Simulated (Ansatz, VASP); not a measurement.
**BiTe in VASP and in Ansatz**

INCAR

```
PREC = Accurate ; ENCUT = 600
EDIFF = 1E-6 ; ISMEAR = -1
SIGMA = 0.1 ; LREAL = False
LASPH = True ; NELM = 80
ALGO = Normal ; ISIF = 3
LWAVE = False ; LCHARG = False
IBRION = 2 ; NSW = 80
EDIFFG = -0.01
```

Contents of KPOINTS:

```
Automatic mesh
0
Gamma
  9 9 9
```

POSCAR

```
BiTe
1.0
    0.0000000000      3.2350000000      3.2350000000
    3.2350000000      0.0000000000      3.2350000000
    3.2350000000      3.2350000000      0.0000000000
Bi Te
1 1
Direct
    0.0000000000      0.0000000000      0.0000000000
    0.5000000000      0.5000000000      0.5000000000
```

Input for Ansatz:

```yaml
crystal:
  lattice:
    - [0.0, 3.235, 3.235]
    - [3.235, 0.0, 3.235]
    - [3.235, 3.235, 0.0]
  atoms:
    - { symbol: Bi, position: [0.0, 0.0, 0.0] }
    - { symbol: Te, position: [0.5, 0.5, 0.5] }
  symmetry: { tolerance: 0.0003 }
hamiltonian:
  xc: lda
  pseudopotentials: { kind: paw, azcp: { folder: soft_1 } }
basis:
  ecutwfc: 420
magnetization:
  spin_polarized: false
scf:
  occupations: { method: fermi_dirac, width: 0.1 }
kpoints:
  mp_grid: { grid: [9, 9, 9], shift: [0, 0, 0] }
output:
  forces: true
  stress: true
  eigenvalues: true
relax:
  max_steps: 60
  cell: {}
```

Alike in both runs: task relaxation of cell and atoms; functional LDA; k mesh 9 × 9 × 9; occupations fermi-dirac, width 0.1 eV; no spin polarisation.

|  | VASP | Ansatz |
| --- | --- | --- |
| version | VASP 6.6.1 | Ansatz 0.2.0 |
| potentials or method | VASP PAW LDA potentials, release 64 (Bi_d, Te), cutoff 600 eV | PAW plane waves |
| valence electrons in the cell | 21 | 31 |

```tsv
	VASP	Ansatz	Ansatz less VASP
gap on the k mesh at the Fermi level, each at its own relaxed structure (eV)	none	none	-
relaxed volume (Å³/atom)	32.11	32.05	-0.056
relaxed length of the cell vector where the two differ most in proportion (Å)	4.495	4.492	-0.0026
```

Ansatz warns that its potentials were made for another functional, while VASP's fit it. LDA's correlation is that of Perdew and Zunger in VASP and of Perdew and Wang (1992) in Ansatz. A gap of «none» marks a metal or a gap that the smearing closes. VASP's potentials hold 21 valence electrons a cell and Ansatz's 31, so a difference there can come from the potentials and not from the codes.

Neither program's run includes spin-orbit coupling.
